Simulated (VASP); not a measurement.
## NiO: single point with RPBE+D4

**Experimental background.**

“Local correlations, non-local screening, multiplets, and band formation in NiO”, 2012, arxiv:1210.6675 quotes, for a bulk crystal of NiO: band gap 4.3 eV.

The system is NiO.

```
CELL_PARAMETERS angstrom
0.00000 2.09972 2.09972
2.09972 0.00000 2.09972
2.09972 2.09972 0.00000
ATOMIC_POSITIONS crystal
Ni 0.00000 0.00000 0.00000
O 0.50000 0.50000 0.50000
```

* Program: VASP 6.6.1
* Task: single point
* Functional: RPBE
* Dispersion: D4
* Potentials or basis: VASP PAW PBE potentials, release 64 (Ni, O)
* Cutoff: 600 eV
* k mesh: 11 × 11 × 11
* Occupations: fermi-dirac, width 0.05 eV
* Spin: collinear spin, ferromagnetic start
* Starting moments: [1.0, 0.0] μB

```yaml
Pressure: 0.0 GPa
Net_moment: 1.84 μB per cell
Site_moments: Ni +1.51; O +0.28 μB
Valence_electrons_inside_the_program's_atomic_spheres: Ni 8.93; O 4.99
Dispersion_energy_per_atom: -0.659 eV
```

Levels at points of the mesh, in eV from the Fermi level:
Spin up:
| k point | band 6 | band 7 | band 8 | band 9 | band 10 | band 11 | band 12 | band 13 |
| --- | --- | --- | --- | --- | --- | --- | --- | --- |
| (0.00, 0.00, 0.00) | -2.89 | -2.69 | -2.69 | -2.69 | 1.50 | 17.88 | 18.84 | 18.84 |
Spin down:
```csv
k point,band 5,band 6,band 7,band 8,band 9,band 10
"(0.00, 0.00, 0.00)",-1.84,-1.84,-1.84,-0.46,-0.46,1.85
```

Run time: 45 s on 1 thread of Intel(R) Xeon(R) Platinum 8488C (Sapphire Rapids) (shared host), peak memory 0.17 GiB.

Against the measured gap of NiO, 4.3 eV (quoted in “Local correlations, non-local screening, multiplets, and band formation in NiO”, 2012, arxiv:1210.6675), the calculated 0.00 eV is off by -4.30 eV. So large a miss can be the level of theory's own, or it may mean another phase, state or a wrong row. The value is that of RPBE+D4 on a finite k mesh, which can miss the band edges, without temperature or zero-point motion. Semilocal functionals fall short of measured gaps as a rule. The run's magnetic order (collinear spin, ferromagnetic start) needn't be the measured crystal's.

Caveat: the PAW data sets were made with another functional, which shifts forces and pressure a little; a cell with one magnetic atom can't hold antiferromagnetic order, which such compounds often take; semilocal functionals often make such compounds metallic where correlation or magnetic order opens a gap, which also shifts bond lengths; pairwise dispersion overbinds metals, which lowers pressure and volume.
